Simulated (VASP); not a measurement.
# PbF2 (Immm) in VASP: notebook

Runs on PbF2. Level: PBEsol. Tasks: single point.

Program: VASP 6.6.1. These are calculated values, not measurements. Logs are shortened: lines on timing, memory, paths and dates and some standing lists are left out, and cuts for length are marked.

**1. The cell of the first run**

The structure is orthorhombic, space group Immm (No. 71). Conventional cell: a = 4.016 Å, b = 4.384 Å, c = 5.940 Å, α = 90.00°, β = 90.00°, γ = 90.00°. Within 3.3 Å of Pb (site symmetry mmm) lie 8 F at 2.50 to 2.65 Å. F (site symmetry mm2) has 4 Pb at 2.50 to 2.65 Å and 6 F at 2.97 Å within 3.3 Å.

**2. Single point, PBEsol (strain +0.0875 x Voigt [0, 0, 0, 0, 1, 0])**

Contents of INCAR:

```
SYSTEM = PbF2
PREC = Accurate
ENCUT = 520
EDIFF = 1E-7
ISMEAR = 0
SIGMA = 0.05
LREAL = .FALSE.
LASPH = .TRUE.
NELM = 60
ALGO = Normal
ISIF = 2
LWAVE = .FALSE.
LCHARG = .TRUE.
GGA = PS
LELF = .TRUE.
LVHAR = .TRUE.
NBANDS = 21
```

Contents of KPOINTS:

```
Automatic mesh
0
G
  8 8 8
  0 0 0
```

Contents of POSCAR:

```
PbF2
1.0
    0.1299309375      2.9698500000      2.9698500000
    3.0997809375      0.0000000000      3.0997809375
    2.9698500000      2.9698500000      0.1299309375
Pb F
1 2
Direct
    0.0000000000      0.0000000000      0.0000000000
    0.2500000000      0.2500000000      0.2500000000
    0.7500000000      0.7500000000      0.7500000000
```

Potentials or basis: VASP PAW PBE potentials, release 64 (Pb_d, F).

The run is started by

```
$ cat potpaw_PBE.64/Pb_d/POTCAR potpaw_PBE.64/F/POTCAR > POTCAR
$ mpirun -np 1 vasp_std > vasp.out
```

OUTCAR:

```text
SYSTEM = PbF2
   PREC = Accurate
   ENCUT = 520
   EDIFF = 1E-7
   ISMEAR = 0
   LREAL = .FALSE.
   LASPH = .TRUE.
   NELM = 60
   ISIF = 2
   GGA = PS

 ion  position               nearest neighbor table
   1  0.000  0.000  0.000-   3 2.50   2 2.50   2 2.50   3 2.50   2 2.65   3 2.65   3 2.65   2 2.65

   2  0.250  0.250  0.250-   1 2.50   1 2.50   1 2.65   1 2.65
   3  0.750  0.750  0.750-   1 2.50   1 2.50   1 2.65   1 2.65

  LATTYP: Found a body centered orthorhombic cell.
 ALAT       =     4.0162520542
 B/A-ratio  =     1.0915032680
 C/A-ratio  =     1.4789161437

  Lattice vectors:

 A1 = (   0.1299309375,  -2.9698500000,   2.9698500000)
 A2 = (  -0.1299309375,  -2.9698500000,  -2.9698500000)
 A3 = (   2.9698500000,   2.9698500000,   0.1299309375)

Analysis of symmetry for initial positions (statically):
=====================================================================
 Subroutine PRICEL returns:
 Original cell was already a primitive cell.

 Routine SETGRP: Setting up the symmetry group for a
 body centered orthorhombic supercell.

 Subroutine GETGRP returns: Found  8 space group operations
 (whereof  8 operations were pure point group operations)
 out of a pool of  8 trial point group operations.

The static configuration has the point symmetry D_2h.

Analysis of symmetry for dynamics (positions and initial velocities):
=====================================================================
 Subroutine PRICEL returns:
 Original cell was already a primitive cell.

 Routine SETGRP: Setting up the symmetry group for a
 body centered orthorhombic supercell.

 Subroutine GETGRP returns: Found  8 space group operations
 (whereof  8 operations were pure point group operations)
 out of a pool of  8 trial point group operations.

The dynamic configuration has the point symmetry D_2h.

 Subroutine INISYM returns: Found  8 space group operations
 (whereof  8 operations are pure point group operations),
 and found     1 'primitive' translations

----------------------------------------------------------------------------------------

                                     Primitive cell

  volume of cell :      52.2879

  direct lattice vectors                    reciprocal lattice vectors
     0.129930938  2.969850000  2.969850000    -0.176061356  0.168358671  0.176061356
     3.099780937  0.000000000  3.099780937     0.161301721 -0.168358671  0.161301721
     2.969850000  2.969850000  0.129930938     0.176061356  0.168358671 -0.176061356

  length of vectors
     4.202011434  4.383752242  4.202011434     0.300565873  0.283515666  0.300565873

  position of ions in fractional coordinates (direct lattice)
     0.000000000  0.000000000  0.000000000
     0.250000000  0.250000000  0.250000000
     0.750000000  0.750000000  0.750000000

  ion indices of the primitive-cell ions
   primitive index   ion index
                 1           1
                 2           2
                 3           3

----------------------------------------------------------------------------------------

 KPOINTS: Automatic mesh

Automatic generation of k-mesh.
 Grid dimensions read from file:
 generate k-points for:    8    8    8

 Generating k-lattice:

  Cartesian coordinates                     Fractional coordinates (reciprocal lattice)
    -0.022007669  0.021044834  0.022007669     0.125000000  0.000000000  0.000000000
     0.020162715 -0.021044834  0.020162715    -0.000000000  0.125000000 -0.000000000
     0.022007669  0.021044834 -0.022007669     0.000000000  0.000000000  0.125000000

  Length of vectors
     0.037570734  0.035439458  0.037570734

  Shift w.r.t. Gamma in fractional coordinates (k-lattice)
     0.000000000  0.000000000  0.000000000

 Subroutine IBZKPT returns following result:
 ===========================================

 Found     95 irreducible k-points:

 Following reciprocal coordinates:
            Coordinates               Weight
  0.000000  0.000000  0.000000      1.000000
  0.125000  0.000000 -0.000000      4.000000
  0.250000  0.000000 -0.000000      4.000000
  0.375000  0.000000 -0.000000      4.000000
  0.500000  0.000000 -0.000000      2.000000
  0.000000  0.125000  0.000000      4.000000
[... 16 lines left out ...]
  0.125000  0.375000 -0.000000      8.000000
  0.250000  0.375000 -0.000000      8.000000
 [... further k-points ...]
   k-points           NKPTS =     95   k-points in BZ     NKDIM =     95   number of bands    NBANDS=     21
   number of dos      NEDOS =    301   number of ions     NIONS =      3
   total plane-waves  NPLWV =  36864
   dimension x,y,z NGX =    32 NGY =   36 NGZ =   32
   dimension x,y,z NGXF=    64 NGYF=   72 NGZF=   64
   ions per type =               1   2
   NGX,Y,Z   is equivalent  to a cutoff of  12.66, 13.65, 12.66 a.u.
   NGXF,Y,Z  is equivalent  to a cutoff of  25.32, 27.30, 25.32 a.u.
 SYSTEM =  PbF2
   PREC   = accura    normal or accurate (medium, high low for compatibility)
   ISTART =      0    job   : 0-new  1-cont  2-samecut
   ICHARG =      2    charge: 1-file 2-atom 10-const
   ISPIN  =      1    spin polarized calculation?
   LNONCOLLINEAR =      F non collinear calculations
   LSORBIT =      F    spin-orbit coupling
   LASPH  =      T    aspherical Exc in radial PAW
   ENCUT  =  520.0 eV  38.22 Ry    6.18 a.u.   7.81  8.15  7.81*2*pi/ulx,y,z
   NELM   =     60;   NELMIN=  2; NELMDL= -5     # of ELM steps
   EDIFF  = 0.1E-06   stopping-criterion for ELM
   LREAL  =      F    real-space projection
   EDIFFG = 0.1E-05   stopping-criterion for IOM
   NSW    =      0    number of steps for IOM
   IBRION =     -1    ionic relax: 0-MD 1-quasi-New 2-CG
   NFREE  =      0    steps in history (QN), initial steepest desc. (CG)
   ISIF   =      2    stress and relaxation
   ISYM   =      2    0-nonsym 1-usesym 2-fastsym
   POTIM  = 0.5000    time-step for ionic-motion
   TEBEG  =    0.0;   TEEND  =   0.0 temperature during run
   PSTRESS=    0.0 pullay stress
   NELECT =      28.0000    total number of electrons
   NUPDOWN=      -1.0000    fix difference up-down
   EMIN   =  10.00;   EMAX   =-10.00  energy-range for DOS
   EFERMI =   0.00;   METHOD = LEGACY
   ISMEAR =     0;   SIGMA  =   0.05  broadening in eV -4-tet -1-fermi 0-gaus
   EFERMI_NEDOS =   21; number of points for ismear=-14 and -15
   IALGO  =     38    algorithm
   IMIX   =      4    mixing-type and parameters
     AMIX     =   0.40;   BMIX     =  1.00
     AMIX_MAG =   1.60;   BMIX_MAG =  1.00
  volume/ion in A,a.u.               =      17.43       117.62
  Fermi-wavevector in a.u.,A,eV,Ry     =   1.329414  2.512229 24.046153  1.767342
  Thomas-Fermi vector in A             =   2.458578
   LORBIT       =      0    0 simple, 1 ext, 2 COOP (PROOUT), +10 PAW based schemes
   GGA     = PS    functional components
   LHFCALC =     F    Hartree Fock is set to
   AEXX    =    0.0000 exact exchange contribution
   IVDW    =     0    specifies the selected vdW correction
   LEPSILON=     F    determine dielectric tensor
   LRPA    =     F    only Hartree local field effects (RPA)
 non-spin polarized calculation
 Gauss-broadening in eV      SIGMA  =   0.05
  energy-cutoff  :      520.00
  volume of cell :       52.29
 maximum number of plane-waves:      1424
   NGX = 15   NGY = 17   NGZ = 15

 number of electron      27.9999990 magnetization

 Free energy of the ion-electron system (eV)
  ---------------------------------------------------
  ext. energy  EPLUGINS =         0.00000000
  ---------------------------------------------------
  free energy    TOTEN  =       -14.89522166 eV

  energy without entropy =      -14.89522166  energy(sigma->0) =      -14.89522166

 E-fermi :   2.0818     XC(G=0):  -9.6336

 val. band max:        1.7732451237   @ k =  -0.3750   0.0000   0.2500
 cond. band min:       5.9821492896   @ k =   0.5000   0.5000  -0.0000
 fundamental gap:      4.2089041658
 Fermi energy:         2.0818047685

 k-point     1 :       0.0000    0.0000    0.0000
  band No.  band energies     occupation
      1     -19.2776      2.00000
      2     -18.6469      2.00000
      3     -12.6786      2.00000
      4     -12.6724      2.00000
      5     -12.6600      2.00000
      6     -12.6074      2.00000
[... 13 lines left out ...]
     20      16.7318      0.00000
     21      18.2252      0.00000

 k-point     2 :       0.1250    0.0000   -0.0000
  band No.  band energies     occupation
      1     -19.2444      2.00000
      2     -18.6770      2.00000
      3     -12.6714      2.00000
      4     -12.6625      2.00000
      5     -12.6243      2.00000
      6     -12.6088      2.00000
[... 13 lines left out ...]
     20      16.2722      0.00000
     21      18.2807      0.00000

 k-point     3 :       0.2500    0.0000   -0.0000
  band No.  band energies     occupation
      1     -19.1582      2.00000
      2     -18.7525      2.00000
      3     -12.6594      2.00000
      4     -12.6527      2.00000
      5     -12.6067      2.00000
      6     -12.5899      2.00000
[... 13 lines left out ...]
     20      15.7817      0.00000
     21      17.3837      0.00000

 k-point     4 :       0.3750    0.0000   -0.0000
  band No.  band energies     occupation
      1     -19.0530      2.00000
      2     -18.8440      2.00000
      3     -12.6576      2.00000
      4     -12.6536      2.00000
      5     -12.5942      2.00000
      6     -12.5652      2.00000
[... 13 lines left out ...]
     20      15.5400      0.00000
     21      16.2365      0.00000

 k-point     5 :       0.5000    0.0000   -0.0000
  band No.  band energies     occupation
      1     -18.9780      2.00000
      2     -18.9113      2.00000
      3     -12.6591      2.00000
      4     -12.6555      2.00000
      5     -12.5867      2.00000
      6     -12.5534      2.00000
[... 13 lines left out ...]
     20      15.4883      0.00000
     21      15.7881      0.00000
[... 382 lines left out ...]
     20      16.1270      0.00000
     21      18.0654      0.00000

 k-point    22 :       0.0000    0.3750    0.0000
  band No.  band energies     occupation
      1     -19.0733      2.00000
      2     -18.8338      2.00000
      3     -12.6547      2.00000
      4     -12.6438      2.00000
      5     -12.6022      2.00000
      6     -12.5859      2.00000
[... 13 lines left out ...]
     20      15.9560      0.00000
     21      16.0923      0.00000

 k-point    23 :       0.1250    0.3750   -0.0000
  band No.  band energies     occupation
      1     -19.0932      2.00000
      2     -18.8125      2.00000
      3     -12.6417      2.00000
      4     -12.6301      2.00000
      5     -12.6046      2.00000
      6     -12.5883      2.00000
[... 13 lines left out ...]
     20      16.4169      0.00000
     21      17.4018      0.00000

 k-point    24 :       0.2500    0.3750   -0.0000
  band No.  band energies     occupation
      1     -19.0755      2.00000
      2     -18.8221      2.00000
      3     -12.6303      2.00000
      4     -12.6157      2.00000
      5     -12.6063      2.00000
      6     -12.5825      2.00000
[... 13 lines left out ...]
     20      17.2122      0.00000
     21      18.3813      0.00000

 [... further k-points ...]
[... 5 lines left out ...]
  --------------------------------------------------------------------------------------
  -------------------------------------------------------------------------------------
  Total       -0.3330869     -0.3199039     -0.3330869     -0.0000000      0.0000000     -0.8643624
  in kB      -10.2062600     -9.8023151    -10.2062600     -0.0000000      0.0000000    -26.4853057
  external PRESSURE =     -10.0716117 kB  Pullay stress =       0.0000000 kB

 VOLUME and BASIS-vectors are now :
 -----------------------------------------------------------------------------
  energy-cutoff  :      520.00
  volume of cell :       52.29
      direct lattice vectors                 reciprocal lattice vectors
     0.129930938  2.969850000  2.969850000    -0.176061356  0.168358671  0.176061356
     3.099780937  0.000000000  3.099780937     0.161301721 -0.168358671  0.161301721
     2.969850000  2.969850000  0.129930938     0.176061356  0.168358671 -0.176061356

 POSITION                                       TOTAL-FORCE (eV/Angst)
 -----------------------------------------------------------------------------------
      0.00000      0.00000      0.00000         0.000000      0.000000      0.000000
      1.54989      1.48493      1.54989        -0.000000     -0.210211     -0.000000
      4.64967      4.45477      4.64967         0.000000      0.210211      0.000000
 -----------------------------------------------------------------------------------
    total drift:                                0.000000     -0.000000      0.000000

  FREE ENERGIE OF THE ION-ELECTRON SYSTEM (eV)
  ---------------------------------------------------
  free  energy   TOTEN  =       -14.8952216636 eV

  energy  without entropy=      -14.8952216636  energy(sigma->0) =      -14.89522166
```

Wall time 58 s (1 thread of Intel Xeon 6975P-C (Granite Rapids), shared host); peak memory 0.24 GiB.

Results:

```
Free energy            : -14.8952 eV
Pressure               : -1.0 GPa
Largest force          : 0.210 eV/Å
Band gap on the k mesh : 4.21 eV (least direct gap 4.40 eV)
```

Forces on the atoms (eV/Å):
```
Pb   0.000  0.000  0.000
F    0.000 -0.210  0.000
F    0.000  0.210  0.000
```

Caveat: the cell differs from its parent crystal (strain +0.0875 x Voigt [0, 0, 0, 0, 1, 0]); the PAW data sets were made with another functional, which shifts forces and pressure a little; spin-orbit coupling is left out, which moves the levels of the heavy elements. A k mesh can miss the band edges.

(Part 1 of 2 ends here.)
